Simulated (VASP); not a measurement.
A run of VASP 6.6.1 is set up as follows.

File INCAR:

```
SYSTEM = SiO2
  PREC = Accurate
  ENCUT = 520
  EDIFF = 1E-6
  ISMEAR = -1
  SIGMA = 0.02
  LREAL = .FALSE.
  LASPH = .TRUE.
  NELM = 60
  ALGO = Normal
  ISIF = 2
  LWAVE = .FALSE.
  LCHARG = .TRUE.
  GGA = PE
  LELF = .TRUE.
  LVHAR = .TRUE.
  NBANDS = 25
```

KPOINTS

```
Automatic mesh
0
G
  6 6 10
  0 0 0
```

The input POSCAR:

```
SiO2
1.0
    4.2688925746      0.0000000000      0.0000000000
    0.0000000000      4.2688925746      0.0000000000
    0.0000000000      0.0000000000      2.7222166888
Si O
2 4
Direct
    0.0000000000      0.0000000000      0.0000000000
    0.5000000000      0.5000000000      0.5000000000
    0.3084021612      0.3084021612      0.0000000000
    0.1915978388      0.8084021612      0.5000000000
    0.8084021612      0.1915978388      0.5000000000
    0.6915978388      0.6915978388      0.0000000000
```

Potentials or basis: VASP PAW PBE potentials, release 64 (Si, O).

The run is started by

```bash
$ cat potpaw_PBE.64/Si/POTCAR potpaw_PBE.64/O/POTCAR > POTCAR
$ mpirun -np 1 vasp_std > vasp.out
```

Problem. What does it give for the band gap on the k mesh?

Solution. 4.60 eV.

Problem. What does it give for the largest force?

Solution. 0.111 eV/Å.

Problem. Estimate the pressure.

Solution. -7.0 GPa.

Forces in eV/Å, atoms in the order of the input:
```
Si   0.000  0.000  0.000
Si   0.000  0.000  0.000
O   -0.078 -0.078  0.000
O    0.078 -0.078  0.000
O   -0.078  0.078  0.000
O    0.078  0.078  0.000
```

Caveat: the cell differs from its parent crystal (strain +2.0%); the cell stands under tension. A k mesh can miss the band edges.
